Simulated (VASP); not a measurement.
Wanted: the native input for a VASP 6.6.1 run.

```yaml
Task: single point
Functional: PBEsol
Potentials_or_basis: VASP PAW PBE potentials, release 64 (Li_sv, F)
Cutoff: 520 eV
k_mesh: 10 × 10 × 10
Occupations: gaussian, width 0.02 eV
Spin: no spin polarisation
Dipole_correction: no
Further_INCAR_settings: ALGO = Normal; EDIFF = 1e-07; NBANDS = 12
```

The structure of LiF lies in POSCAR:

```
LiF
1.0
    0.0000000000      2.2543078452      2.2543078452
    2.2543078452      0.0000000000      2.2543078452
    2.2543078452      2.2543078452      0.0000000000
Li F
1 1
Direct
    0.0000000000      0.0000000000      0.0000000000
    0.5000000000      0.5000000000      0.5000000000
```

This cell differs from its parent crystal: Cl replaced by F, lengths x 0.883, strained.

One way to write it, as run:

INCAR

```
  PREC = Accurate
  ENCUT = 520
  EDIFF = 1E-7
  ISMEAR = 0
  SIGMA = 0.02
  LREAL = F
  LASPH = T
  NELM = 60
  ALGO = Normal
  ISIF = 2
  LWAVE = F
  LCHARG = F
  GGA = PS
  NBANDS = 12
```

KPOINTS

```
Automatic mesh
0
Gamma
  10 10 10
```

Potentials or basis: VASP PAW PBE potentials, release 64 (Li_sv, F).

The run is started by

```bash
$ cat potpaw_PBE.64/Li_sv/POTCAR potpaw_PBE.64/F/POTCAR > POTCAR
$ mpirun -np 1 vasp_std > vasp.out
```

Results of the run:

```yaml
Band_gap_on_the_k_mesh: 6.52 eV, direct
```

Caveat: the cell differs from its parent crystal (Cl replaced by F, lengths x 0.883, strained).

Wall time 12 s on 1 thread of AMD EPYC 7R43 64-Core Processor (Zen 3) (shared host), peak memory 0.1 GiB.
